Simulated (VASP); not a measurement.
## Al3In5N8: single point with PBEsol

Crystal: Al3In5N8.

```
Al In N
1.0
     0.00000    0.01041   -5.40910
    -6.72450    0.00000    0.00000
     3.36225    5.88724   -0.01119
Al In N
3 5 8
Cartesian
  -3.3273 1.9548 -0.0158
  -0.0349 1.9548 -0.0158
  -1.6811 1.0182 -2.7329
  -1.6811 4.9262 -0.0373
  1.6811 4.9872 -0.0292
  -5.0434 1.0420 -2.7226
  0.0140 3.8558 -2.7288
  -3.3763 3.8558 -2.7288
  -3.2111 1.8571 -3.5188
  -0.1511 1.8571 -3.5188
  -1.6811 4.9242 -3.3195
  1.6811 5.0828 -3.2759
  -1.6811 1.1611 -0.7843
  -5.0434 1.1601 -0.5424
  0.0197 3.7562 -0.5820
  -3.3820 3.7562 -0.5820
```

```yaml
Program: VASP 6.6.1
Task: single point
Functional: PBEsol
Potentials_or_basis: VASP PAW PBE potentials, release 64 (Al, In_d, N)
Cutoff: 520 eV
k_mesh: 6 × 6 × 6
Occupations: gaussian, width 0.02 eV
Spin: no spin polarisation
Dipole_correction: no
Further_INCAR_settings: LREAL = Auto; ALGO = Normal; EDIFF = 1e-06; NBANDS = 71
```

The pressure is 0.1 GPa. The largest force is 0.023 eV/Å. The band gap on the k mesh is 0.77 eV.

Forces in eV/Å, atoms in the order of the input:
```
Al   0.000  0.002  0.000
Al   0.000  0.002  0.000
Al   0.000  0.001  0.004
In   0.000 -0.010  0.006
In   0.000 -0.001 -0.014
In   0.000 -0.021 -0.006
In  -0.001  0.005  0.001
In   0.001  0.005  0.001
N    0.015 -0.006 -0.010
N   -0.015 -0.006 -0.010
N    0.000  0.005  0.003
N    0.000  0.019  0.011
N    0.000  0.019 -0.007
N    0.000  0.019  0.013
N    0.002 -0.016  0.004
N   -0.002 -0.016  0.004
```

Levels at points of the mesh, in eV from the valence-band top:
| k point | band 53 | band 54 | band 55 | band 56 | band 57 | band 58 | band 59 | band 60 | band 61 | band 62 |
| --- | --- | --- | --- | --- | --- | --- | --- | --- | --- | --- |
| (0.00, 0.00, 0.00) | -0.86 | -0.70 | -0.40 | -0.23 | 0.00 | 0.77 | 3.17 | 3.92 | 4.23 | 4.51 |
| (0.50, 0.00, 0.00) | -1.25 | -0.90 | -0.53 | -0.47 | -0.36 | 2.87 | 3.04 | 3.39 | 3.57 | 3.90 |
| (0.00, 0.50, 0.00) | -1.54 | -0.84 | -0.71 | -0.69 | -0.36 | 2.83 | 3.07 | 4.11 | 4.74 | 5.20 |
| (0.50, 0.50, 0.00) | -1.18 | -1.10 | -1.05 | -0.97 | -0.67 | 3.62 | 3.89 | 3.99 | 4.37 | 4.93 |
| (0.00, 0.00, 0.50) | -1.35 | -0.96 | -0.86 | -0.61 | -0.11 | 2.93 | 3.10 | 4.56 | 5.05 | 5.14 |
| (0.50, 0.00, 0.50) | -1.22 | -1.06 | -0.86 | -0.77 | -0.64 | 3.69 | 3.94 | 4.11 | 4.54 | 4.67 |

It took 32 min on 1 thread of Oxide Virtual Turin-like Processor, with other jobs on the host, peak memory 0.68 GiB.

Caveat: semilocal functionals underestimate gaps, and a narrow one can read as zero; the PAW data sets were made with another functional, which shifts forces and pressure a little; spin-orbit coupling is left out, which moves the levels of the heavy elements.
